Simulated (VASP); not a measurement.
# BN (Pmmm) in VASP: a series of runs

BN is run at these levels: PBE; tasks: relaxation of cell and atoms, single point.

Program: VASP 6.6.1. These are calculated values, not measurements. Logs are shortened: lines on timing, memory, paths and dates and some standing lists are left out, and cuts for length are marked.

### 1 The cell of the first run

It takes space group Pmmm (No. 47, orthorhombic). Conventional cell: a = 2.174 Å, b = 2.454 Å, c = 5.669 Å, α = 90.00°, β = 90.00°, γ = 90.00°. Within 2.0 Å of B (site symmetry mm2) lie 4 N at 1.47 to 1.48 Å. B (site symmetry mmm) has 4 N at 1.48 Å within 2.0 Å. Within 2.0 Å of N (site symmetry mm2) lie 4 B at 1.47 to 1.48 Å. Within 2.0 Å of N (site symmetry mmm) lie 4 B at 1.48 Å.

### 2 Relaxation of cell and atoms, PBE

The input, INCAR:

```
SYSTEM = BN
PREC = Accurate ; ENCUT = 600
EDIFF = 1E-6 ; ISMEAR = 0
SIGMA = 0.1 ; LREAL = .FALSE.
LASPH = .TRUE. ; NELM = 100
ALGO = Normal ; ISIF = 3
LWAVE = .FALSE. ; LCHARG = .FALSE.
GGA = PE ; IBRION = 2
NSW = 90 ; EDIFFG = -0.04
```

The input, KPOINTS:

```
regular mesh
0
G
  8 8 4
  0 0 0
```

The input, POSCAR:

```
BN
1.0
    2.1737896000      0.0000000000      0.0000000000
    0.0000000000      2.4537055800      0.0000000000
    0.0000000000      0.0000000000      5.6693233000
B N
3 3
Direct
    0.5000000000      0.5000000000      0.1780484600
    0.5000000000      0.5000000000      0.8219515400
    0.0000000000      0.0000000000      0.5000000000
    0.5000000000      0.0000000000      0.3219515400
    0.0000000000      0.5000000000      0.0000000000
    0.5000000000      0.0000000000      0.6780484600
```

Potentials or basis: VASP PAW PBE potentials, release 64 (B, N).

On the command line:

```
> cat potpaw_PBE.64/B/POTCAR potpaw_PBE.64/N/POTCAR > POTCAR
> mpirun -np 1 vasp_std > vasp.out
```

OUTCAR:

```text
SYSTEM = BN
   PREC = Accurate
   ENCUT = 600
   EDIFF = 1E-6
   ISMEAR = 0
   LREAL = .FALSE.
   LASPH = .TRUE.
   NELM = 100
   ISIF = 3
   GGA = PE
   IBRION = 2
   NSW = 90
   EDIFFG = -0.04

 ion  position               nearest neighbor table
   1  0.500  0.500  0.178-   4 1.47   4 1.47   5 1.48   5 1.48   2 2.02
   2  0.500  0.500  0.822-   6 1.47   6 1.47   5 1.48   5 1.48   1 2.02
   3  0.000  0.000  0.500-   4 1.48   6 1.48   4 1.48   6 1.48
   4  0.500  0.000  0.322-   1 1.47   1 1.47   3 1.48   3 1.48
   5  0.000  0.500  0.000-   1 1.48   2 1.48   1 1.48   2 1.48
   6  0.500  0.000  0.678-   2 1.47   2 1.47   3 1.48   3 1.48

  LATTYP: Found a simple orthorhombic cell.
 ALAT       =     2.1737896000
 B/A-ratio  =     1.1287686628
 C/A-ratio  =     2.6080368128

  Lattice vectors:

 A1 = (   2.1737896000,   0.0000000000,   0.0000000000)
 A2 = (   0.0000000000,   2.4537055800,   0.0000000000)
 A3 = (   0.0000000000,   0.0000000000,   5.6693233000)

Analysis of symmetry for initial positions (statically):
=====================================================================
 Subroutine PRICEL returns:
 Original cell was already a primitive cell.

 Routine SETGRP: Setting up the symmetry group for a
 simple orthorhombic supercell.

 Subroutine GETGRP returns: Found  8 space group operations
 (whereof  8 operations were pure point group operations)
 out of a pool of  8 trial point group operations.

The static configuration has the point symmetry D_2h.

Analysis of symmetry for dynamics (positions and initial velocities):
=====================================================================
 Subroutine PRICEL returns:
 Original cell was already a primitive cell.

 Routine SETGRP: Setting up the symmetry group for a
 simple orthorhombic supercell.

 Subroutine GETGRP returns: Found  8 space group operations
 (whereof  8 operations were pure point group operations)
 out of a pool of  8 trial point group operations.

The dynamic configuration has the point symmetry D_2h.

 Subroutine INISYM returns: Found  8 space group operations
 (whereof  8 operations are pure point group operations),
 and found     1 'primitive' translations

----------------------------------------------------------------------------------------

                                     Primitive cell

  volume of cell :      30.2393

  direct lattice vectors                    reciprocal lattice vectors
     2.173789600  0.000000000  0.000000000     0.460026122  0.000000000  0.000000000
     0.000000000  2.453705580  0.000000000     0.000000000  0.407546858  0.000000000
     0.000000000  0.000000000  5.669323300     0.000000000  0.000000000  0.176387894

  length of vectors
     2.173789600  2.453705580  5.669323300     0.460026122  0.407546858  0.176387894

  position of ions in fractional coordinates (direct lattice)
     0.500000000  0.500000000  0.178048460
     0.500000000  0.500000000  0.821951540
     0.000000000  0.000000000  0.500000000
     0.500000000  0.000000000  0.321951540
     0.000000000  0.500000000  0.000000000
     0.500000000  0.000000000  0.678048460

  ion indices of the primitive-cell ions
   primitive index   ion index
                 1           1
                 2           2
                 3           3
                 4           4
                 5           5
                 6           6

----------------------------------------------------------------------------------------

 KPOINTS: regular mesh

Automatic generation of k-mesh.
 Grid dimensions read from file:
 generate k-points for:    8    8    4

 Generating k-lattice:

  Cartesian coordinates                     Fractional coordinates (reciprocal lattice)
     0.057503265  0.000000000  0.000000000     0.125000000  0.000000000  0.000000000
     0.000000000  0.050943357  0.000000000     0.000000000  0.125000000  0.000000000
     0.000000000  0.000000000  0.044096974     0.000000000  0.000000000  0.250000000

  Length of vectors
     0.057503265  0.050943357  0.044096974

  Shift w.r.t. Gamma in fractional coordinates (k-lattice)
     0.000000000  0.000000000  0.000000000

 Subroutine IBZKPT returns following result:
 ===========================================

 Found     75 irreducible k-points:

 Following reciprocal coordinates:
            Coordinates               Weight
  0.000000  0.000000  0.000000      1.000000
  0.125000  0.000000  0.000000      2.000000
  0.250000  0.000000  0.000000      2.000000
  0.375000  0.000000  0.000000      2.000000
  0.500000  0.000000  0.000000      1.000000
  0.000000  0.125000  0.000000      2.000000
[... 16 lines left out ...]
  0.250000  0.500000  0.000000      2.000000
  0.375000  0.500000  0.000000      2.000000
 [... further k-points ...]
   k-points           NKPTS =     75   k-points in BZ     NKDIM =     75   number of bands    NBANDS=     16
   number of dos      NEDOS =    301   number of ions     NIONS =      6
   total plane-waves  NPLWV =  17280
   dimension x,y,z NGX =    18 NGY =   20 NGZ =   48
   dimension x,y,z NGXF=    36 NGYF=   40 NGZF=   96
   ions per type =               3   3
   NGX,Y,Z   is equivalent  to a cutoff of  13.77, 13.55, 14.08 a.u.
   NGXF,Y,Z  is equivalent  to a cutoff of  27.53, 27.10, 28.15 a.u.
 SYSTEM =  BN
   PREC   = accura    normal or accurate (medium, high low for compatibility)
   ISTART =      0    job   : 0-new  1-cont  2-samecut
   ICHARG =      2    charge: 1-file 2-atom 10-const
   ISPIN  =      1    spin polarized calculation?
   LNONCOLLINEAR =      F non collinear calculations
   LSORBIT =      F    spin-orbit coupling
   LASPH  =      T    aspherical Exc in radial PAW
   ENCUT  =  600.0 eV  44.10 Ry    6.64 a.u.   4.34  4.90 11.32*2*pi/ulx,y,z
   NELM   =    100;   NELMIN=  2; NELMDL= -5     # of ELM steps
   EDIFF  = 0.1E-05   stopping-criterion for ELM
   LREAL  =      F    real-space projection
   EDIFFG = -.4E-01   stopping-criterion for IOM
   NSW    =     90    number of steps for IOM
   IBRION =      2    ionic relax: 0-MD 1-quasi-New 2-CG
   NFREE  =      1    steps in history (QN), initial steepest desc. (CG)
   ISIF   =      3    stress and relaxation
   ISYM   =      2    0-nonsym 1-usesym 2-fastsym
   POTIM  = 0.5000    time-step for ionic-motion
   TEBEG  =    0.0;   TEEND  =   0.0 temperature during run
   PSTRESS=    0.0 pullay stress
   NELECT =      24.0000    total number of electrons
   NUPDOWN=      -1.0000    fix difference up-down
   EMIN   =  10.00;   EMAX   =-10.00  energy-range for DOS
   EFERMI =   0.00;   METHOD = LEGACY
   ISMEAR =     0;   SIGMA  =   0.10  broadening in eV -4-tet -1-fermi 0-gaus
   EFERMI_NEDOS =   21; number of points for ismear=-14 and -15
   IALGO  =     38    algorithm
   IMIX   =      4    mixing-type and parameters
     AMIX     =   0.40;   BMIX     =  1.00
     AMIX_MAG =   1.60;   BMIX_MAG =  1.00
  volume/ion in A,a.u.               =       5.04        34.01
  Fermi-wavevector in a.u.,A,eV,Ry     =   1.515729  2.864312 31.258487  2.297434
  Thomas-Fermi vector in A             =   2.625214
   LORBIT       =      0    0 simple, 1 ext, 2 COOP (PROOUT), +10 PAW based schemes
   GGA     = PE    functional components
   LHFCALC =     F    Hartree Fock is set to
   AEXX    =    0.0000 exact exchange contribution
   IVDW    =     0    specifies the selected vdW correction
   LEPSILON=     F    determine dielectric tensor
   LRPA    =     F    only Hartree local field effects (RPA)
 conjugate gradient relaxation of ions
 non-spin polarized calculation
 Gauss-broadening in eV      SIGMA  =   0.10
  energy-cutoff  :      600.00
  volume of cell :       30.24
 maximum number of plane-waves:      1032
 NGX is ok and might be reduce to    18
   NGX =  9   NGY =  9   NGZ = 23

--------------------------------------- Ionic step        1  -------------------------------------------

 number of electron      23.9999995 magnetization

 Free energy of the ion-electron system (eV)
  ---------------------------------------------------
  ext. energy  EPLUGINS =         0.00000000
  ---------------------------------------------------
  free energy    TOTEN  =       -43.42419447 eV

  energy without entropy =      -43.42212580  energy(sigma->0) =      -43.42316013

 E-fermi :  10.9808     XC(G=0): -13.6462

 val. band max:       10.9303519193   @ k =   0.0000   0.5000   0.0000
 cond. band min:      11.0010476784   @ k =   0.2500   0.0000   0.5000
 fundamental gap:      0.0706957590
 Fermi energy:        10.9808086564

 k-point     1 :       0.0000    0.0000    0.0000
  band No.  band energies     occupation
      1     -12.9577      2.00000
      2      -9.9372      2.00000
      3      -9.7369      2.00000
      4       0.9099      2.00000
      5       1.0157      2.00000
      6       3.6483      2.00000
[... 433 lines left out ...]
      3      -4.6609      2.00000
      4       0.0079      2.00000
      5       0.3017      2.00000
      6       0.3463      2.00000
[... 8 lines left out ...]
     15      16.9652      0.00000
     16      18.0893      0.00000

 [... further k-points ...]
[... 5 lines left out ...]
  --------------------------------------------------------------------------------------
  -------------------------------------------------------------------------------------
  Total       34.0430395     11.3581427     21.9540588     -0.0000000      0.0000000      0.0000000
  in kB     1803.7142263    601.7924334   1163.1995490     -0.0000000      0.0000000      0.0000000
  external PRESSURE =    1189.5687362 kB  Pullay stress =       0.0000000 kB
[... 101 lines left out ...]
  FREE ENERGIE OF THE ION-ELECTRON SYSTEM (eV)
  ---------------------------------------------------
  free  energy   TOTEN  =       -46.3016662753 eV

  energy  without entropy=      -46.2977459471  energy(sigma->0) =      -46.29970611

[... ionic steps 4 to 9 ...]

--------------------------------------- Ionic step       10  -------------------------------------------

 number of electron      24.0000005 magnetization

------------------------ aborting loop because EDIFF is reached ----------------------------------------
[... 75 lines left out ...]
--------------------------------------- Ionic step       12  -------------------------------------------

 number of electron      24.0000005 magnetization

 Free energy of the ion-electron system (eV)
  ---------------------------------------------------
  ext. energy  EPLUGINS =         0.00000000
  ---------------------------------------------------
  free energy    TOTEN  =       -46.39165975 eV

  energy without entropy =      -46.38791617  energy(sigma->0) =      -46.38978796

 E-fermi :   7.8021     XC(G=0): -12.5555

 val. band max:        7.7636258093   @ k =   0.0000   0.2500   0.2500
 cond. band min:       7.8250537802   @ k =   0.2500   0.0000   0.0000
 fundamental gap:      0.0614279708
 Fermi energy:         7.8020687735

 k-point     1 :       0.0000    0.0000    0.0000
  band No.  band energies     occupation
      1     -13.1616      2.00000
      2     -10.4323      2.00000
      3     -10.2459      2.00000
      4      -0.5322      2.00000
      5      -0.1877      2.00000
      6       2.4857      2.00000
[... 433 lines left out ...]
      3      -6.6017      2.00000
      4      -2.5815      2.00000
      5      -1.0823      2.00000
      6      -0.7832      2.00000
[... 8 lines left out ...]
     15      13.7102      0.00000
     16      14.1148      0.00000

 [... further k-points ...]
[... 5 lines left out ...]
  --------------------------------------------------------------------------------------
  -------------------------------------------------------------------------------------
  Total        0.0037419      0.0660845     -0.0221606      0.0000000      0.0000000      0.0000000
  in kB        0.1586226      2.8013743     -0.9394072      0.0000000      0.0000000      0.0000000
  external PRESSURE =       0.6735299 kB  Pullay stress =       0.0000000 kB
[... 21 lines left out ...]
  FREE ENERGIE OF THE ION-ELECTRON SYSTEM (eV)
  ---------------------------------------------------
  free  energy   TOTEN  =       -46.3916597460 eV

  energy  without entropy=      -46.3879161740  energy(sigma->0) =      -46.38978796

 reached required accuracy - stopping structural energy minimisation
```

It took 3.7 min on 1 thread of Intel Xeon Platinum 8259CL at 2.50GHz (Skylake/Cascade Lake), shared host; peak memory 0.16 GiB.

What came out:

| Quantity | Value |
| --- | --- |
| Free energy | -46.3917 eV |
| Relaxed volume | 6.30 Å³/atom |
| Relaxed cell | a = 2.449 Å, b = 2.569 Å, c = 6.005 Å, α = 90.00°, β = 90.00°, γ = 90.00° |
| Space group after relaxing (to 0.05 Å) | Pmmm (No. 47) |
| Energy gained by relaxing | 494.6 meV/atom |
| Ionic steps | 12 |
| Pressure after relaxing | 0.1 GPa |
| Largest force after relaxing | 0.016 eV/Å |
| Band gap on the k mesh | zero (band 12 reaches 8.29 eV, above the bottom of band 13 at 6.00 eV) |

Forces on the atoms (eV/Å):
```
B    0.000  0.000 -0.016
B    0.000  0.000  0.016
B    0.000  0.000  0.000
N    0.000  0.000  0.011
N    0.000  0.000  0.000
N    0.000  0.000 -0.011
```

Stress tensor (GPa, compression positive):
```
 0.02  0.00  0.00
 0.00  0.28  0.00
 0.00  0.00 -0.09
```

Step by step:
| step | energy change (eV) | largest force (eV/Å) | pressure (GPa) | volume (Å³) |
| --- | --- | --- | --- | --- |
| 1 | 0.0000 | 2.8947 | 118.96 | 30.24 |
| 2 | 0.1018 | 1.9294 | -53.62 | 49.45 |
| 3 | -2.8775 | 1.4510 | -3.40 | 38.14 |
| 4 | -2.8872 | 1.4016 | -0.04 | 37.75 |
| 5 | -2.8883 | 1.3790 | 1.41 | 37.59 |
| 6 | -2.8732 | 1.7236 | -3.33 | 38.23 |
| 7 | -2.9615 | 0.3047 | -1.31 | 37.90 |
| 8 | -2.9615 | 0.3190 | -1.36 | 37.91 |
| 9 | -2.9664 | 0.1033 | 1.03 | 37.70 |
| 10 | -2.9673 | 0.0511 | 0.35 | 37.76 |
| 11 | -2.9674 | 0.0448 | -0.09 | 37.81 |
| 12 | -2.9675 | 0.0157 | 0.07 | 37.80 |

Final structure:
```
CELL_PARAMETERS angstrom
2.44948 0.00000 0.00000
0.00000 2.56942 0.00000
0.00000 0.00000 6.00525
ATOMIC_POSITIONS crystal
B 0.50000 0.50000 0.16806
B 0.50000 0.50000 0.83194
B 0.00000 0.00000 0.50000
N 0.50000 0.00000 0.31386
N 0.00000 0.50000 0.00000
N 0.50000 0.00000 0.68614
```

Levels at points of the mesh, in eV from the Fermi level:
```tsv
k point	band 10	band 11	band 12	band 13	band 14	band 15
(0.00, 0.00, 0.00)	-1.66	-1.03	-0.58	3.63	5.49	6.85
(0.50, 0.00, 0.00)	-2.87	-2.60	0.48	3.37	6.54	7.44
(0.00, 0.50, 0.00)	-3.25	-2.08	0.18	0.42	6.81	7.74
(0.50, 0.50, 0.00)	-6.87	-3.51	-2.15	-1.80	5.48	6.18
(0.00, 0.00, 0.50)	-3.17	0.08	0.12	4.40	4.66	5.98
(0.50, 0.00, 0.50)	-3.10	-1.17	0.49	4.96	6.02	6.50
(0.00, 0.50, 0.50)	-2.07	-1.24	0.39	1.06	6.75	7.75
(0.50, 0.50, 0.50)	-7.24	-3.16	-3.12	-1.12	3.92	5.23
```

Caveat: the k points lie up to 0.32 Å⁻¹ apart in the final cell; the volume moved by over 15 % at a fixed basis, so the end points are rough.

### 3 Single point, PBE

The input, INCAR:

```
ALGO = Normal
EDIFF = 1E-6
ENCUT = 520
GGA = PE
ISIF = 2
ISMEAR = 0
LASPH = True
LCHARG = False
LREAL = False
LWAVE = False
NBANDS = 21
NELM = 80
PREC = Accurate
SIGMA = 0.1
```

The input, KPOINTS:

```
k-points
0
Gamma
  8 8 4
```

POSCAR is that of step 2.

Potentials or basis: VASP PAW PBE potentials, release 64 (B, N).

On the command line:

```
> cat potpaw_PBE.64/B/POTCAR potpaw_PBE.64/N/POTCAR > POTCAR
> mpirun -np 1 vasp_std > vasp.out
```

It took 16 s on 1 thread of Intel Xeon 6975P-C (Granite Rapids), shared host; peak memory 0.15 GiB.

The run converged. Its results:

```yaml
Free_energy: -43.4124 eV
Pressure: 119.2 GPa
Largest_force: 2.896 eV/Å
Band_gap_on_the_k_mesh: zero (band 12 reaches 11.89 eV, above the bottom of band 13 at 8.39 eV)
```

Forces in eV/Å, atoms in the order of the input:
```
B    0.000  0.000 -2.306
B    0.000  0.000  2.306
B    0.000  0.000  0.000
N    0.000  0.000 -2.896
N    0.000  0.000  0.000
N    0.000  0.000  2.896
```

Stress tensor (GPa, compression positive):
```
180.60   0.00   0.00
  0.00  60.40   0.00
  0.00   0.00 116.63
```

Levels at points of the mesh, in eV from the Fermi level:
| k point | band 8 | band 9 | band 10 | band 11 | band 12 | band 13 | band 14 | band 15 | band 16 | band 17 |
| --- | --- | --- | --- | --- | --- | --- | --- | --- | --- | --- |
| (0.00, 0.00, 0.00) | -4.44 | -2.35 | -1.97 | -1.64 | -0.52 | 3.59 | 6.45 | 7.40 | 8.43 | 10.66 |
| (0.50, 0.00, 0.00) | -6.68 | -4.53 | -3.68 | -2.69 | 0.50 | 4.18 | 6.60 | 7.60 | 8.58 | 9.68 |
| (0.00, 0.50, 0.00) | -5.96 | -4.25 | -2.75 | -2.42 | -0.05 | 0.93 | 8.80 | 11.22 | 12.96 | 13.94 |
| (0.50, 0.50, 0.00) | -9.60 | -9.20 | -8.78 | -4.15 | -3.03 | -2.29 | 6.33 | 6.71 | 6.81 | 7.04 |
| (0.00, 0.00, 0.50) | -4.59 | -3.77 | -3.47 | -0.57 | 0.74 | 4.23 | 5.04 | 5.65 | 8.63 | 9.74 |
| (0.50, 0.00, 0.50) | -7.87 | -4.36 | -3.89 | -1.22 | 0.51 | 5.89 | 6.12 | 6.53 | 6.81 | 10.76 |
| (0.00, 0.50, 0.50) | -8.07 | -2.75 | -2.41 | -1.84 | 0.91 | 1.15 | 8.71 | 11.11 | 11.14 | 13.95 |
| (0.50, 0.50, 0.50) | -9.37 | -9.27 | -8.45 | -3.93 | -3.23 | -2.04 | 2.84 | 5.76 | 7.83 | 8.07 |

Caveat: the k points lie up to 0.36 Å⁻¹ apart; forces of over 1 eV/Å act on the atoms, so gaps and moduli don't describe the material at rest.
